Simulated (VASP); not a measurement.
# GaAs (F-43m) in VASP: further runs

The runs below take GaAs through single point, relaxation of cell and atoms, with PBE.

Program: VASP 6.6.1. These are calculated values, not measurements. Logs are shortened: lines on timing, memory, paths and dates and some standing lists are left out, and cuts for length are marked.

## 1. The cell of the first run

Symmetry: F-43m, No. 216, cubic system. The conventional cell has a = 5.746 Å, b = 5.746 Å, c = 5.746 Å, α = 90.00°, β = 90.00°, γ = 90.00°. Within 3.3 Å of Ga (site symmetry -43m) lie 4 As at 2.49 Å. As (site symmetry -43m) has 4 Ga at 2.49 Å within 3.3 Å.

## 2. Single point, PBE

INCAR

```
SYSTEM = GaAs
PREC     = Accurate       ! precision mode
ENCUT    = 520            ! plane-wave cutoff, eV
EDIFF    = 1E-7           ! SCF threshold, eV
ISMEAR   = 0              ! smearing method
SIGMA    = 0.02           ! smearing width, eV
LREAL    = .FALSE.        ! projectors in reciprocal space
LASPH    = .TRUE.         ! aspherical terms in the spheres
NELM     = 60             ! most SCF steps
ALGO     = Normal         ! electronic algorithm
ISIF     = 2              ! what is computed and relaxed
LWAVE    = .FALSE.        ! write WAVECAR
LCHARG   = .TRUE.         ! write CHGCAR
GGA      = PE             ! functional
LELF     = .TRUE.         ! ELF
LVHAR    = .TRUE.       
NBANDS   = 16             ! bands
```

KPOINTS

```
Automatic mesh
0
G
  16 16 16
  0 0 0
```

POSCAR

```
GaAs
1.0
    0.0000000000      2.8728580457      2.8728580457
    2.8728580457      0.0000000000      2.8728580457
    2.8728580457      2.8728580457      0.0000000000
Ga As
1 1
Direct
    0.0000000000      0.0000000000      0.0000000000
    0.2500000000      0.2500000000      0.2500000000
```

Potentials or basis: VASP PAW PBE potentials, release 64 (Ga_d, As).

On the command line:

```
$ cat potpaw_PBE.64/Ga_d/POTCAR potpaw_PBE.64/As/POTCAR > POTCAR
$ mpirun -np 1 vasp_std > vasp.out
```

OUTCAR:

```text
SYSTEM = GaAs
   PREC = Accurate
   ENCUT = 520
   EDIFF = 1E-7
   ISMEAR = 0
   LREAL = .FALSE.
   LASPH = .TRUE.
   NELM = 60
   ISIF = 2
   GGA = PE

 ion  position               nearest neighbor table
   1  0.000  0.000  0.000-   2 2.49   2 2.49   2 2.49   2 2.49
   2  0.250  0.250  0.250-   1 2.49   1 2.49   1 2.49   1 2.49

  LATTYP: Found a face centered cubic cell.
 ALAT       =     5.7457160914

  Lattice vectors:

 A1 = (   0.0000000000,   2.8728580457,   2.8728580457)
 A2 = (   2.8728580457,   0.0000000000,   2.8728580457)
 A3 = (   2.8728580457,   2.8728580457,   0.0000000000)

Analysis of symmetry for initial positions (statically):
=====================================================================
 Subroutine PRICEL returns:
 Original cell was already a primitive cell.

 Routine SETGRP: Setting up the symmetry group for a
 face centered cubic supercell.

 Subroutine GETGRP returns: Found 24 space group operations
 (whereof 24 operations were pure point group operations)
 out of a pool of 48 trial point group operations.

The static configuration has the point symmetry T_d .

Analysis of symmetry for dynamics (positions and initial velocities):
=====================================================================
 Subroutine PRICEL returns:
 Original cell was already a primitive cell.

 Routine SETGRP: Setting up the symmetry group for a
 face centered cubic supercell.

 Subroutine GETGRP returns: Found 24 space group operations
 (whereof 24 operations were pure point group operations)
 out of a pool of 48 trial point group operations.

The dynamic configuration has the point symmetry T_d .

 Subroutine INISYM returns: Found 24 space group operations
 (whereof 24 operations are pure point group operations),
 and found     1 'primitive' translations

----------------------------------------------------------------------------------------

                                     Primitive cell

  volume of cell :      47.4212

  direct lattice vectors                    reciprocal lattice vectors
     0.000000000  2.872858046  2.872858046    -0.174042710  0.174042710  0.174042710
     2.872858046  0.000000000  2.872858046     0.174042710 -0.174042710  0.174042710
     2.872858046  2.872858046  0.000000000     0.174042710  0.174042710 -0.174042710

  length of vectors
     4.062834811  4.062834811  4.062834811     0.301450817  0.301450817  0.301450817

  position of ions in fractional coordinates (direct lattice)
     0.000000000  0.000000000  0.000000000
     0.250000000  0.250000000  0.250000000

  ion indices of the primitive-cell ions
   primitive index   ion index
                 1           1
                 2           2

----------------------------------------------------------------------------------------

 KPOINTS: Automatic mesh

Automatic generation of k-mesh.
 Grid dimensions read from file:
 generate k-points for:   16   16   16

 Generating k-lattice:

  Cartesian coordinates                     Fractional coordinates (reciprocal lattice)
    -0.010877669  0.010877669  0.010877669     0.062500000  0.000000000  0.000000000
     0.010877669 -0.010877669  0.010877669     0.000000000  0.062500000  0.000000000
     0.010877669  0.010877669 -0.010877669     0.000000000  0.000000000  0.062500000

  Length of vectors
     0.018840676  0.018840676  0.018840676

  Shift w.r.t. Gamma in fractional coordinates (k-lattice)
     0.000000000  0.000000000  0.000000000

 Subroutine IBZKPT returns following result:
 ===========================================

 Found    145 irreducible k-points:

 Following reciprocal coordinates:
            Coordinates               Weight
  0.000000  0.000000  0.000000      1.000000
  0.062500  0.000000  0.000000      8.000000
  0.125000  0.000000  0.000000      8.000000
  0.187500  0.000000  0.000000      8.000000
  0.250000  0.000000  0.000000      8.000000
  0.312500  0.000000  0.000000      8.000000
[... 16 lines left out ...]
 -0.125000  0.062500  0.000000     24.000000
 -0.062500  0.062500  0.000000     12.000000
 [... further k-points ...]
   k-points           NKPTS =    145   k-points in BZ     NKDIM =    145   number of bands    NBANDS=     16
   number of dos      NEDOS =    301   number of ions     NIONS =      2
   total plane-waves  NPLWV =  27000
   dimension x,y,z NGX =    30 NGY =   30 NGZ =   30
   dimension x,y,z NGXF=    60 NGYF=   60 NGZF=   60
   ions per type =               1   1
   NGX,Y,Z   is equivalent  to a cutoff of  12.28, 12.28, 12.28 a.u.
   NGXF,Y,Z  is equivalent  to a cutoff of  24.55, 24.55, 24.55 a.u.
 SYSTEM =  GaAs
   PREC   = accura    normal or accurate (medium, high low for compatibility)
   ISTART =      0    job   : 0-new  1-cont  2-samecut
   ICHARG =      2    charge: 1-file 2-atom 10-const
   ISPIN  =      1    spin polarized calculation?
   LNONCOLLINEAR =      F non collinear calculations
   LSORBIT =      F    spin-orbit coupling
   LASPH  =      T    aspherical Exc in radial PAW
   ENCUT  =  520.0 eV  38.22 Ry    6.18 a.u.   7.55  7.55  7.55*2*pi/ulx,y,z
   NELM   =     60;   NELMIN=  2; NELMDL= -5     # of ELM steps
   EDIFF  = 0.1E-06   stopping-criterion for ELM
   LREAL  =      F    real-space projection
   EDIFFG = 0.1E-05   stopping-criterion for IOM
   NSW    =      0    number of steps for IOM
   IBRION =     -1    ionic relax: 0-MD 1-quasi-New 2-CG
   NFREE  =      0    steps in history (QN), initial steepest desc. (CG)
   ISIF   =      2    stress and relaxation
   ISYM   =      2    0-nonsym 1-usesym 2-fastsym
   POTIM  = 0.5000    time-step for ionic-motion
   TEBEG  =    0.0;   TEEND  =   0.0 temperature during run
   PSTRESS=    0.0 pullay stress
   NELECT =      18.0000    total number of electrons
   NUPDOWN=      -1.0000    fix difference up-down
   EMIN   =  10.00;   EMAX   =-10.00  energy-range for DOS
   EFERMI =   0.00;   METHOD = LEGACY
   ISMEAR =     0;   SIGMA  =   0.02  broadening in eV -4-tet -1-fermi 0-gaus
   EFERMI_NEDOS =   21; number of points for ismear=-14 and -15
   IALGO  =     38    algorithm
   IMIX   =      4    mixing-type and parameters
     AMIX     =   0.40;   BMIX     =  1.00
     AMIX_MAG =   1.60;   BMIX_MAG =  1.00
  volume/ion in A,a.u.               =      23.71       160.01
  Fermi-wavevector in a.u.,A,eV,Ry     =   1.185336  2.239960 19.116479  1.405022
  Thomas-Fermi vector in A             =   2.321532
   LORBIT       =      0    0 simple, 1 ext, 2 COOP (PROOUT), +10 PAW based schemes
   GGA     = PE    functional components
   LHFCALC =     F    Hartree Fock is set to
   AEXX    =    0.0000 exact exchange contribution
   IVDW    =     0    specifies the selected vdW correction
   LEPSILON=     F    determine dielectric tensor
   LRPA    =     F    only Hartree local field effects (RPA)
 non-spin polarized calculation
 Gauss-broadening in eV      SIGMA  =   0.02
  energy-cutoff  :      520.00
  volume of cell :       47.42
 maximum number of plane-waves:      1303
   NGX = 15   NGY = 15   NGZ = 15

 number of electron      17.9999987 magnetization

 Free energy of the ion-electron system (eV)
  ---------------------------------------------------
  ext. energy  EPLUGINS =         0.00000000
  ---------------------------------------------------
  free energy    TOTEN  =        -8.27672275 eV

  energy without entropy =       -8.27672275  energy(sigma->0) =       -8.27672275

 E-fermi :   3.5751     XC(G=0):  -9.3722

 val. band max:        3.4873269373   @ k =   0.0000   0.0000   0.0000
 cond. band min:       3.6496162951   @ k =   0.0000   0.0000   0.0000
 fundamental gap:      0.1622893578
 Fermi energy:         3.5751179975

 k-point     1 :       0.0000    0.0000    0.0000
  band No.  band energies     occupation
      1     -11.2375      2.00000
      2     -11.2375      2.00000
      3     -11.2375      2.00000
      4     -11.1695      2.00000
      5     -11.1695      2.00000
      6      -8.9011      2.00000
[... 8 lines left out ...]
     15      13.4909      0.00000
     16      13.4909      0.00000

 k-point     2 :       0.0625    0.0000    0.0000
  band No.  band energies     occupation
      1     -11.2403      2.00000
      2     -11.2367      2.00000
      3     -11.2367      2.00000
      4     -11.1695      2.00000
      5     -11.1695      2.00000
      6      -8.8581      2.00000
[... 8 lines left out ...]
     15      13.1585      0.00000
     16      13.1585      0.00000

 k-point     3 :       0.1250    0.0000    0.0000
  band No.  band energies     occupation
      1     -11.2481      2.00000
      2     -11.2345      2.00000
      3     -11.2345      2.00000
      4     -11.1696      2.00000
      5     -11.1696      2.00000
      6      -8.7314      2.00000
[... 8 lines left out ...]
     15      12.6838      0.00000
     16      12.6838      0.00000

 k-point     4 :       0.1875    0.0000    0.0000
  band No.  band energies     occupation
      1     -11.2593      2.00000
      2     -11.2314      2.00000
      3     -11.2314      2.00000
      4     -11.1695      2.00000
      5     -11.1695      2.00000
      6      -8.5273      2.00000
[... 8 lines left out ...]
     15      12.4059      0.00000
     16      12.4059      0.00000

 k-point     5 :       0.2500    0.0000    0.0000
  band No.  band energies     occupation
      1     -11.2719      2.00000
      2     -11.2280      2.00000
      3     -11.2280      2.00000
      4     -11.1692      2.00000
      5     -11.1692      2.00000
      6      -8.2583      2.00000
[... 8 lines left out ...]
     15      12.4425      0.00000
     16      12.4425      0.00000

 k-point     6 :       0.3125    0.0000    0.0000
  band No.  band energies     occupation
      1     -11.2839      2.00000
      2     -11.2250      2.00000
      3     -11.2250      2.00000
      4     -11.1684      2.00000
      5     -11.1684      2.00000
      6      -7.9466      2.00000
[... 8 lines left out ...]
     15      12.8342      0.00000
     16      12.8342      0.00000
[... 267 lines left out ...]
 k-point    21 :      -0.2500    0.0625    0.0000
  band No.  band energies     occupation
      1     -11.2777      2.00000
      2     -11.2269      2.00000
      3     -11.2253      2.00000
      4     -11.1704      2.00000
      5     -11.1679      2.00000
      6      -8.1235      2.00000
[... 8 lines left out ...]
     15      12.4152      0.00000
     16      13.3347      0.00000

 k-point    22 :      -0.1875    0.0625    0.0000
  band No.  band energies     occupation
      1     -11.2656      2.00000
      2     -11.2303      2.00000
      3     -11.2284      2.00000
      4     -11.1707      2.00000
      5     -11.1684      2.00000
      6      -8.4083      2.00000
[... 8 lines left out ...]
     15      12.4139      0.00000
     16      13.0466      0.00000

 k-point    23 :      -0.1250    0.0625    0.0000
  band No.  band energies     occupation
      1     -11.2541      2.00000
      2     -11.2335      2.00000
      3     -11.2317      2.00000
      4     -11.1705      2.00000
      5     -11.1688      2.00000
      6      -8.6346      2.00000
[... 8 lines left out ...]
     15      12.2215      0.00000
     16      12.7781      0.00000

 k-point    24 :      -0.0625    0.0625    0.0000
  band No.  band energies     occupation
      1     -11.2451      2.00000
      2     -11.2358      2.00000
      3     -11.2346      2.00000
      4     -11.1701      2.00000
      5     -11.1691      2.00000
      6      -8.7872      2.00000
[... 8 lines left out ...]
     15      12.5692      0.00000
     16      13.0523      0.00000

 [... further k-points ...]

------------------------ aborting loop because EDIFF is reached ----------------------------------------

  FORCE on cell =-STRESS in cart. coord.  units (eV):
  Direction    XX          YY          ZZ          XY          YZ          ZX
  --------------------------------------------------------------------------------------
  -------------------------------------------------------------------------------------
  Total        0.0506555      0.0506555      0.0506555     -0.0000000      0.0000000      0.0000000
  in kB        1.7114516      1.7114516      1.7114516     -0.0000000      0.0000000      0.0000000
  external PRESSURE =       1.7114516 kB  Pullay stress =       0.0000000 kB

 VOLUME and BASIS-vectors are now :
 -----------------------------------------------------------------------------
  energy-cutoff  :      520.00
  volume of cell :       47.42
      direct lattice vectors                 reciprocal lattice vectors
     0.000000000  2.872858046  2.872858046    -0.174042710  0.174042710  0.174042710
     2.872858046  0.000000000  2.872858046     0.174042710 -0.174042710  0.174042710
     2.872858046  2.872858046  0.000000000     0.174042710  0.174042710 -0.174042710

 POSITION                                       TOTAL-FORCE (eV/Angst)
 -----------------------------------------------------------------------------------
      0.00000      0.00000      0.00000         0.000000     -0.000000      0.000000
      1.43643      1.43643      1.43643        -0.000000      0.000000     -0.000000
 -----------------------------------------------------------------------------------
    total drift:                                0.000002      0.000002      0.000002

  FREE ENERGIE OF THE ION-ELECTRON SYSTEM (eV)
  ---------------------------------------------------
  free  energy   TOTEN  =        -8.2767227499 eV

  energy  without entropy=       -8.2767227499  energy(sigma->0) =       -8.27672275
```

Wall time 88 s (1 thread of Intel Xeon Platinum 8488C (Sapphire Rapids), shared host); peak memory 0.25 GiB.

Results:

```
Free energy            : -8.2767 eV
Pressure               : 0.2 GPa
Band gap on the k mesh : 0.16 eV
```

Levels at points of the mesh, in eV from the valence-band top:
| k point | band 5 | band 6 | band 7 | band 8 | band 9 | band 10 | band 11 | band 12 | band 13 | band 14 |
| --- | --- | --- | --- | --- | --- | --- | --- | --- | --- | --- |
| (0.00, 0.00, 0.00) | -14.66 | -12.39 | 0.00 | 0.00 | 0.00 | 0.16 | 3.72 | 3.72 | 3.72 | 7.44 |
| (0.50, 0.00, 0.00) | -14.65 | -10.77 | -6.38 | -1.07 | -1.07 | 0.87 | 4.62 | 4.62 | 7.70 | 10.04 |
| (0.50, 0.50, 0.00) | -14.65 | -10.09 | -6.60 | -2.51 | -2.51 | 1.55 | 1.68 | 9.79 | 9.79 | 10.55 |

## 3. Relaxation of cell and atoms, PBE

This run uses another cell than the first one, of 23.76 Å³/atom.

INCAR

```
PREC = Accurate ; ENCUT = 600
EDIFF = 1E-6 ; ISMEAR = 0
SIGMA = 0.02 ; LREAL = F
LASPH = T ; NELM = 80
ALGO = Normal ; ISIF = 3
LWAVE = F ; LCHARG = F
GGA = PE ; IBRION = 2
NSW = 80 ; EDIFFG = -0.005
```

KPOINTS

```
Automatic mesh
0
Gamma
  16 16 16
```

POSCAR

```
GaAs
1.0
    0.0000000000      2.8750000000      2.8750000000
    2.8750000000      0.0000000000      2.8750000000
    2.8750000000      2.8750000000      0.0000000000
Ga As
1 1
Direct
    0.0000000000      0.0000000000      0.0000000000
    0.2500000000      0.2500000000      0.2500000000
```

Potentials or basis: VASP PAW PBE potentials, release 64 (Ga_d, As).

On the command line:

```
$ cat potpaw_PBE.64/Ga_d/POTCAR potpaw_PBE.64/As/POTCAR > POTCAR
$ mpirun -np 1 vasp_std > vasp.out
```

Wall time 67 s (1 thread of Intel Xeon Platinum 8488C (Sapphire Rapids), shared host); peak memory 0.26 GiB.

The run converged. Its results:

| Item | Value |
| --- | --- |
| Free energy | -8.2766 eV |
| Pressure after relaxing | 0.0 GPa |
| Band gap on the k mesh | 0.15 eV |

Final structure:
```xyz
2
Lattice="0.0000 2.8750 2.8750 2.8750 0.0000 2.8750 2.8750 2.8750 0.0000" Properties=species:S:1:pos:R:3 pbc="T T T"
Ga    0.0000    0.0000    0.0000
As    1.4375    1.4375    1.4375
```

Levels at points of the mesh, in eV from the valence-band top:
| k point | band 7 | band 8 | band 9 | band 10 | band 11 | band 12 |
| --- | --- | --- | --- | --- | --- | --- |
| (0.00, 0.00, 0.00) | 0.00 | 0.00 | 0.00 | 0.15 | 3.72 | 3.72 |
| (0.50, 0.00, 0.00) | -6.37 | -1.07 | -1.07 | 0.86 | 4.62 | 4.62 |
| (0.50, 0.50, 0.00) | -6.59 | -2.50 | -2.50 | 1.56 | 1.68 | 9.77 |

Caveat: the relaxation stopped at its first step, so nothing moved.
